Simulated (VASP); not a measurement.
A run of VASP 6.6.1 is set up as follows.

INCAR

```
PREC     = Accurate       # precision mode
ENCUT    = 520            # plane-wave cutoff, eV
EDIFF    = 1E-6           # SCF threshold, eV
ISMEAR   = 0              # smearing method
SIGMA    = 0.05           # smearing width, eV
LREAL    = F              # projectors in reciprocal space
LASPH    = T              # aspherical terms in the spheres
NELM     = 80             # most SCF steps
ALGO     = Normal         # electronic algorithm
ISIF     = 2              # what is computed and relaxed
LWAVE    = F              # write WAVECAR
LCHARG   = F              # write CHGCAR
NBANDS   = 15             # bands
```

Contents of KPOINTS:

```
Automatic mesh
0
Gamma
  10 10 10
```

The input POSCAR:

```
TaN
1.0
    0.0000000000      2.2113230000      2.2113230000
    2.2113230000      0.0000000000      2.2113230000
    2.2113230000      2.2113230000      0.0000000000
Ta N
1 1
Direct
    0.5000000000      0.5000000000      0.5000000000
    0.0000000000      0.0000000000      0.0000000000
```

Potentials or basis: VASP PAW LDA potentials, release 64 (Ta_pv, N).

Launch:

```bash
$ cat potpaw_LDA.64/Ta_pv/POTCAR potpaw_LDA.64/N/POTCAR > POTCAR
$ mpirun -np 1 vasp_std > vasp.out
```

**Question.** Predict the pressure.

**Answer.** -15.5 GPa.

**Question.** Predict the band gap on the k mesh.

**Answer.** Zero (band 8 reaches 11.02 eV, above the bottom of band 9 at 7.11 eV).

Caveat: spin-orbit coupling is left out, which moves the levels of the heavy elements.
